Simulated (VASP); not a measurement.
Input of a VASP 6.6.1 run:

Contents of INCAR:

```
PREC = Accurate ; ENCUT = 520
EDIFF = 1E-6 ; ISMEAR = 0
SIGMA = 0.01 ; LREAL = F
LASPH = T ; NELM = 80
ALGO = Normal ; ISIF = 2
LWAVE = F ; LCHARG = F
GGA = PE ; NBANDS = 27
```

Contents of KPOINTS:

```
regular mesh
0
Gamma
  8 8 8
```

File POSCAR:

```
LuAlN2
1.0
    1.5662938592      0.9043001812      5.0351221489
   -1.5662938592      0.9043001812      5.0351221489
    0.0000000000     -1.8086003625      5.0351221489
Al Lu N
1 1 2
Direct
    1.0000000000      0.0000000000      0.0000000000
    0.5000000000      0.5000000000      0.5000000000
    0.2594600289      0.2594600289      0.2594600289
    0.7405399711      0.7405399711      0.7405399711
```

Potentials or basis: VASP PAW PBE potentials, release 64 (Al, Lu, N).

Run with:

```console
$ cat potpaw_PBE.64/Al/POTCAR potpaw_PBE.64/Lu/POTCAR potpaw_PBE.64/N/POTCAR > POTCAR
$ mpirun -np 1 vasp_std > vasp.out
```

(1) Estimate the band gap on the k mesh.

(2) Predict the largest force.

Answers

(1) 0.58 eV (least direct gap 2.11 eV).

(2) 0.175 eV/Å.

Caveat: spin-orbit coupling is left out, which moves the levels of the heavy elements.
